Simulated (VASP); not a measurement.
A run of VASP 6.6.1 is set up as follows.

INCAR

```
SYSTEM = Al
PREC     = Accurate       ! precision mode
ENCUT    = 520            ! plane-wave cutoff, eV
EDIFF    = 1E-6           ! SCF threshold, eV
ISMEAR   = -1             ! smearing method
SIGMA    = 0.08           ! smearing width, eV
LREAL    = .False.        ! projectors in reciprocal space
LASPH    = .True.         ! aspherical terms in the spheres
NELM     = 60             ! most SCF steps
ALGO     = Normal         ! electronic algorithm
ISIF     = 2              ! what is computed and relaxed
LWAVE    = .False.        ! write WAVECAR
LCHARG   = .False.        ! write CHGCAR
GGA      = PS             ! functional
NBANDS   = 8              ! bands
```

Contents of KPOINTS:

```
regular mesh
0
Gamma
  16 16 16
  0 0 0
```

POSCAR

```
Al
1.0
    2.6559117046      0.0000000000      0.0000000000
    0.0000000000      2.6559117046      0.0000000000
    0.0000000000      0.0000000000      2.6559117046
Al
1
Direct
    0.0000000000      0.0000000000      0.0000000000
```

Potentials or basis: VASP PAW PBE potentials, release 64 (Al).

The run is started by

```console
$ cat potpaw_PBE.64/Al/POTCAR > POTCAR
$ mpirun -np 1 vasp_std > vasp.out
```

(1) Estimate the pressure.

Answers

(1) 3.6 GPa.

Caveat: the PAW data sets were made with another functional, which shifts forces and pressure a little.
